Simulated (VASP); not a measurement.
# La2O (I4_1/amd) in VASP: single point with PBE

Aim: the single point of La2O with PBE.

Program: VASP 6.6.1. These are calculated values, not measurements. Logs are shortened: lines on timing, memory, paths and dates and some standing lists are left out, and cuts for length are marked.

## 1. The cell of the first run

Symmetry: I4_1/amd, No. 141, tetragonal system. Conventional cell: a = 5.113 Å, b = 5.113 Å, c = 11.189 Å, α = 90.00°, β = 90.00°, γ = 90.00°. Within 3.4 Å of La (site symmetry 2mm) lie 3 O at 2.56 to 2.63 Å. O (site symmetry -4m2) has 6 La at 2.56 to 2.63 Å within 3.4 Å.

## 2. Single point, PBE

Input file INCAR:

```
  PREC = Accurate
  ENCUT = 520
  EDIFF = 1E-6
  ISMEAR = 0
  SIGMA = 0.2
  LREAL = False
  LASPH = True
  NELM = 60
  ALGO = Normal
  ISIF = 2
  LWAVE = False
  LCHARG = False
  GGA = PE
  NBANDS = 37
```

Input file KPOINTS:

```
Automatic mesh
0
Gamma
  5 5 5
```

Input file POSCAR:

```
La2O
1.0
   -2.5563323171      2.5563323171      5.5946451501
    2.5563323171     -2.5563323171      5.5946451501
    2.5563323171      2.5563323171     -5.5946451501
La O
4 2
Direct
    0.7650359868      0.7650359868      0.0000000000
    0.2349640132      0.2349640132      0.0000000000
    0.5150359868      0.0150359868      0.5000000000
    0.9849640132      0.4849640132      0.5000000000
    0.7500000000      0.2500000000      0.5000000000
    0.0000000000      0.0000000000      0.0000000000
```

Potentials or basis: VASP PAW PBE potentials, release 64 (La, O).

On the command line:

```sh
> cat potpaw_PBE.64/La/POTCAR potpaw_PBE.64/O/POTCAR > POTCAR
> mpirun -np 1 vasp_std > vasp.out
```

OUTCAR:

```text
PREC = Accurate
   ENCUT = 520
   EDIFF = 1E-6
   ISMEAR = 0
   LREAL = False
   LASPH = True
   NELM = 60
   ISIF = 2
   GGA = PE

 ion  position               nearest neighbor table
   1  0.765  0.765  0.000-   5 2.56   5 2.56   6 2.63   4 3.55   4 3.55   2 3.63   2 3.63   2 3.63
                             2 3.63
   2  0.235  0.235  0.000-   5 2.56   5 2.56   6 2.63   3 3.55   3 3.55   1 3.63   1 3.63   1 3.63
                             1 3.63
   3  0.515  0.015  0.500-   6 2.56   6 2.56   5 2.63   2 3.55   2 3.55   4 3.63   4 3.63   4 3.63
                             4 3.63
   4  0.985  0.485  0.500-   6 2.56   6 2.56   5 2.63   1 3.55   1 3.55   3 3.63   3 3.63   3 3.63
                             3 3.63
   5  0.750  0.250  0.500-   1 2.56   2 2.56   1 2.56   2 2.56   3 2.63   4 2.63
   6  0.000  0.000  0.000-   3 2.56   4 2.56   3 2.56   4 2.56   2 2.63   1 2.63

  LATTYP: Found a body centered tetragonal cell.
 ALAT       =     5.1126646342
 C/A-ratio  =     2.1885437635

  Lattice vectors:

 A1 = (  -2.5563323171,   2.5563323171,   5.5946451501)
 A2 = (   2.5563323171,  -2.5563323171,   5.5946451501)
 A3 = (   2.5563323171,   2.5563323171,  -5.5946451501)

Analysis of symmetry for initial positions (statically):
=====================================================================
 Subroutine PRICEL returns:
 Original cell was already a primitive cell.

 Routine SETGRP: Setting up the symmetry group for a
 body centered tetragonal supercell.

 Subroutine GETGRP returns: Found 16 space group operations
 (whereof  8 operations were pure point group operations)
 out of a pool of 16 trial point group operations.

The static configuration has the point symmetry D_2d.
 The point group associated with its full space group is D_4h.

Analysis of symmetry for dynamics (positions and initial velocities):
=====================================================================
 Subroutine PRICEL returns:
 Original cell was already a primitive cell.

 Routine SETGRP: Setting up the symmetry group for a
 body centered tetragonal supercell.

 Subroutine GETGRP returns: Found 16 space group operations
 (whereof  8 operations were pure point group operations)
 out of a pool of 16 trial point group operations.

The dynamic configuration has the point symmetry D_2d.
 The point group associated with its full space group is D_4h.

 Subroutine INISYM returns: Found 16 space group operations
 (whereof  8 operations are pure point group operations),
 and found     1 'primitive' translations

----------------------------------------------------------------------------------------

                                     Primitive cell

  volume of cell :     146.2403

  direct lattice vectors                    reciprocal lattice vectors
    -2.556332317  2.556332317  5.594645150     0.000000000  0.195592723  0.089371173
     2.556332317 -2.556332317  5.594645150     0.195592723  0.000000000  0.089371173
     2.556332317  2.556332317 -5.594645150     0.195592723  0.195592723  0.000000000

  length of vectors
     6.661060290  6.661060290  6.661060290     0.215043531  0.215043531  0.276609882

  position of ions in fractional coordinates (direct lattice)
     0.765035987  0.765035987  0.000000000
     0.234964013  0.234964013  0.000000000
     0.515035987  0.015035987  0.500000000
     0.984964013  0.484964013  0.500000000
     0.750000000  0.250000000  0.500000000
     0.000000000  0.000000000  0.000000000

  ion indices of the primitive-cell ions
   primitive index   ion index
                 1           1
                 2           2
                 3           3
                 4           4
                 5           5
                 6           6

----------------------------------------------------------------------------------------

 KPOINTS: Automatic mesh

Automatic generation of k-mesh.
 Grid dimensions read from file:
 generate k-points for:    5    5    5

 Generating k-lattice:

  Cartesian coordinates                     Fractional coordinates (reciprocal lattice)
     0.000000000  0.039118545  0.017874235     0.200000000 -0.000000000  0.000000000
     0.039118545  0.000000000  0.017874235    -0.000000000  0.200000000  0.000000000
     0.039118545  0.039118545  0.000000000     0.000000000  0.000000000  0.200000000

  Length of vectors
     0.043008706  0.043008706  0.055321976

  Shift w.r.t. Gamma in fractional coordinates (k-lattice)
     0.000000000  0.000000000  0.000000000

 Subroutine IBZKPT returns following result:
 ===========================================

 Found     18 irreducible k-points:

 Following reciprocal coordinates:
            Coordinates               Weight
  0.000000  0.000000  0.000000      1.000000
  0.200000 -0.000000  0.000000      8.000000
  0.400000 -0.000000  0.000000      8.000000
  0.200000  0.200000  0.000000      8.000000
  0.400000  0.200000  0.000000     16.000000
 -0.400000  0.200000  0.000000     16.000000
[... 10 lines left out ...]
 -0.400000  0.400000  0.400000      4.000000
 -0.400000 -0.400000  0.400000      2.000000
   k-points           NKPTS =     18   k-points in BZ     NKDIM =     18   number of bands    NBANDS=     37
   number of dos      NEDOS =    301   number of ions     NIONS =      6
   total plane-waves  NPLWV = 125000
   dimension x,y,z NGX =    50 NGY =   50 NGZ =   50
   dimension x,y,z NGXF=   100 NGYF=  100 NGZF=  100
   ions per type =               4   2
   NGX,Y,Z   is equivalent  to a cutoff of  12.48, 12.48, 12.48 a.u.
   NGXF,Y,Z  is equivalent  to a cutoff of  24.96, 24.96, 24.96 a.u.
 SYSTEM =  unknown system
   PREC   = accura    normal or accurate (medium, high low for compatibility)
   ISTART =      0    job   : 0-new  1-cont  2-samecut
   ICHARG =      2    charge: 1-file 2-atom 10-const
   ISPIN  =      1    spin polarized calculation?
   LNONCOLLINEAR =      F non collinear calculations
   LSORBIT =      F    spin-orbit coupling
   LASPH  =      T    aspherical Exc in radial PAW
   ENCUT  =  520.0 eV  38.22 Ry    6.18 a.u.  12.39 12.39 12.39*2*pi/ulx,y,z
   NELM   =     60;   NELMIN=  2; NELMDL= -5     # of ELM steps
   EDIFF  = 0.1E-05   stopping-criterion for ELM
   LREAL  =      F    real-space projection
   EDIFFG = 0.1E-04   stopping-criterion for IOM
   NSW    =      0    number of steps for IOM
   IBRION =     -1    ionic relax: 0-MD 1-quasi-New 2-CG
   NFREE  =      0    steps in history (QN), initial steepest desc. (CG)
   ISIF   =      2    stress and relaxation
   ISYM   =      2    0-nonsym 1-usesym 2-fastsym
   POTIM  = 0.5000    time-step for ionic-motion
   TEBEG  =    0.0;   TEEND  =   0.0 temperature during run
   PSTRESS=    0.0 pullay stress
   NELECT =      56.0000    total number of electrons
   NUPDOWN=      -1.0000    fix difference up-down
   EMIN   =  10.00;   EMAX   =-10.00  energy-range for DOS
   EFERMI =   0.00;   METHOD = LEGACY
   ISMEAR =     0;   SIGMA  =   0.20  broadening in eV -4-tet -1-fermi 0-gaus
   EFERMI_NEDOS =   21; number of points for ismear=-14 and -15
   IALGO  =     38    algorithm
   IMIX   =      4    mixing-type and parameters
     AMIX     =   0.40;   BMIX     =  1.00
     AMIX_MAG =   1.60;   BMIX_MAG =  1.00
  volume/ion in A,a.u.               =      24.37       164.48
  Fermi-wavevector in a.u.,A,eV,Ry     =   1.188817  2.246539 19.228932  1.413287
  Thomas-Fermi vector in A             =   2.324938
   LORBIT       =      0    0 simple, 1 ext, 2 COOP (PROOUT), +10 PAW based schemes
   GGA     = PE    functional components
   LHFCALC =     F    Hartree Fock is set to
   AEXX    =    0.0000 exact exchange contribution
   IVDW    =     0    specifies the selected vdW correction
   LEPSILON=     F    determine dielectric tensor
   LRPA    =     F    only Hartree local field effects (RPA)
 non-spin polarized calculation
 Gauss-broadening in eV      SIGMA  =   0.20
  energy-cutoff  :      520.00
  volume of cell :      146.24
 maximum number of plane-waves:      3997
 NGX is ok and might be reduce to    50
   NGX = 25   NGY = 25   NGZ = 25

 number of electron      55.9999996 magnetization

 Free energy of the ion-electron system (eV)
  ---------------------------------------------------
  ext. energy  EPLUGINS =         0.00000000
  ---------------------------------------------------
  free energy    TOTEN  =       -40.64099665 eV

  energy without entropy =      -40.54314814  energy(sigma->0) =      -40.59207239

 E-fermi :   8.7822     XC(G=0): -10.1609

 val. band max:        8.7369547632   @ k =   0.2000   0.2000   0.2000
 cond. band min:       8.7899820203   @ k =  -0.4000   0.2000   0.0000
 fundamental gap:      0.0530272572
 Fermi energy:         8.7822453211

 k-point     1 :       0.0000    0.0000    0.0000
  band No.  band energies     occupation
      1     -24.0932      2.00000
      2     -23.7980      2.00000
      3     -23.7547      2.00000
      4     -23.7205      2.00000
      5     -10.5318      2.00000
      6     -10.2604      2.00000
[... 29 lines left out ...]
     36      10.3117      0.00000
     37      10.4704      0.00000

 k-point     2 :       0.2000   -0.0000    0.0000
  band No.  band energies     occupation
      1     -24.0542      2.00000
      2     -23.8049      2.00000
      3     -23.7655      2.00000
      4     -23.7400      2.00000
      5     -10.7381      2.00000
      6     -10.4966      2.00000
[... 29 lines left out ...]
     36      10.6362      0.00000
     37      10.6529      0.00000

 k-point     3 :       0.4000   -0.0000    0.0000
  band No.  band energies     occupation
      1     -23.9598      2.00000
      2     -23.8359      2.00000
      3     -23.8072      2.00000
      4     -23.7588      2.00000
      5     -10.9701      2.00000
      6     -10.8126      2.00000
[... 29 lines left out ...]
     36      10.5469      0.00000
     37      10.6411      0.00000

 k-point     4 :       0.2000    0.2000    0.0000
  band No.  band energies     occupation
      1     -24.0095      2.00000
      2     -23.8268      2.00000
      3     -23.7675      2.00000
      4     -23.7582      2.00000
      5     -10.9148      2.00000
      6     -10.7186      2.00000
[... 29 lines left out ...]
     36      10.5283      0.00000
     37      10.7013      0.00000
[... 443 lines left out ...]
      1     -24.0686      2.00000
      2     -23.8389      2.00000
      3     -23.7397      2.00000
      4     -23.7211      2.00000
      5     -10.5163      2.00000
      6     -10.2814      2.00000
[... 29 lines left out ...]
     36      10.4698      0.00000
     37      10.4777      0.00000

 k-point    17 :      -0.4000    0.4000    0.4000
  band No.  band energies     occupation
      1     -23.9432      2.00000
      2     -23.9372      2.00000
      3     -23.7574      2.00000
      4     -23.7306      2.00000
      5     -10.6209      2.00000
      6     -10.6185      2.00000
[... 29 lines left out ...]
     36      10.7156      0.00000
     37      10.7442      0.00000

 k-point    18 :      -0.4000   -0.4000    0.4000
  band No.  band energies     occupation
      1     -24.0028      2.00000
      2     -23.9173      2.00000
      3     -23.7280      2.00000
      4     -23.7231      2.00000
      5     -10.4524      2.00000
      6     -10.3535      2.00000
[... 29 lines left out ...]
     36      10.7315      0.00000
     37      10.7886      0.00000

------------------------ aborting loop because EDIFF is reached ----------------------------------------

  FORCE on cell =-STRESS in cart. coord.  units (eV):
  Direction    XX          YY          ZZ          XY          YZ          ZX
  --------------------------------------------------------------------------------------
  -------------------------------------------------------------------------------------
  Total       -0.2591974     -0.2591974      0.2938407      0.0000000      0.0000000      0.0000000
  in kB       -2.8397104     -2.8397104      3.2192545      0.0000000      0.0000000      0.0000000
  external PRESSURE =      -0.8200554 kB  Pullay stress =       0.0000000 kB

 VOLUME and BASIS-vectors are now :
 -----------------------------------------------------------------------------
  energy-cutoff  :      520.00
  volume of cell :      146.24
      direct lattice vectors                 reciprocal lattice vectors
    -2.556332317  2.556332317  5.594645150     0.000000000  0.195592723  0.089371173
     2.556332317 -2.556332317  5.594645150     0.195592723  0.000000000  0.089371173
     2.556332317  2.556332317 -5.594645150     0.195592723  0.195592723  0.000000000

 POSITION                                       TOTAL-FORCE (eV/Angst)
 -----------------------------------------------------------------------------------
      0.00000      0.00000      8.56021         0.000000     -0.000000     -0.052502
      0.00000      0.00000      2.62908         0.000000     -0.000000      0.052502
      0.00000      2.55633      0.16824        -0.000000      0.000000     -0.052502
      0.00000      2.55633      5.42640        -0.000000      0.000000      0.052502
      0.00000      2.55633      2.79732        -0.000000     -0.000000      0.000000
      0.00000      0.00000      0.00000        -0.000000     -0.000000      0.000000
 -----------------------------------------------------------------------------------
    total drift:                                0.000000     -0.000000      0.000000

  FREE ENERGIE OF THE ION-ELECTRON SYSTEM (eV)
  ---------------------------------------------------
  free  energy   TOTEN  =       -40.6409966513 eV

  energy  without entropy=      -40.5431481387  energy(sigma->0) =      -40.59207239
```

Wall time 2.4 min (1 thread of Intel Xeon 6975P-C (Granite Rapids), shared host); peak memory 0.39 GiB.

What came out:

```yaml
Free_energy: -40.6410 eV
Pressure: -0.1 GPa
Largest_force: 0.053 eV/Å
Band_gap_on_the_k_mesh: zero (bands 28 and 29 overlap by 1.18 eV)
```

Forces in eV/Å, atoms in the order of the input:
```
La   0.000  0.000 -0.053
La   0.000  0.000  0.053
La   0.000  0.000 -0.053
La   0.000  0.000  0.053
O    0.000  0.000  0.000
O    0.000  0.000  0.000
```

Caveat: spin-orbit coupling is left out, which moves the levels of the heavy elements.
